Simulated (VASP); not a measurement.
Here is a VASP 6.6.1 calculation.

The input INCAR:

```
SYSTEM = Ca
ALGO = Normal
EDIFF = 1E-6
ENCUT = 520
GGA = PE
ISIF = 2
ISMEAR = 0
LASPH = .True.
LCHARG = .False.
LREAL = .False.
LWAVE = .False.
NBANDS = 11
NELM = 100
PREC = Accurate
SIGMA = 0.05
```

File KPOINTS:

```
k-points
0
Gamma
  12 12 12
  0 0 0
```

File POSCAR:

```
Ca
1.0
   -2.0964874600      2.1017318100      2.4453524600
    2.0964874600     -2.1017318100      2.4453524600
    2.0964874600      2.1017318100     -2.4453524600
Ca
1
Direct
    0.5000000000      0.5000000000      0.0000000000
```

Potentials or basis: VASP PAW PBE potentials, release 64 (Ca_sv).

The run is started by

```sh
$ cat potpaw_PBE.64/Ca_sv/POTCAR > POTCAR
$ mpirun -np 1 vasp_std > vasp.out
```

(1) Estimate the pressure.

(2) Estimate the band gap on the k mesh.

Answers

(1) -0.4 GPa.

(2) zero (bands 5 and 6 overlap by 0.42 eV).
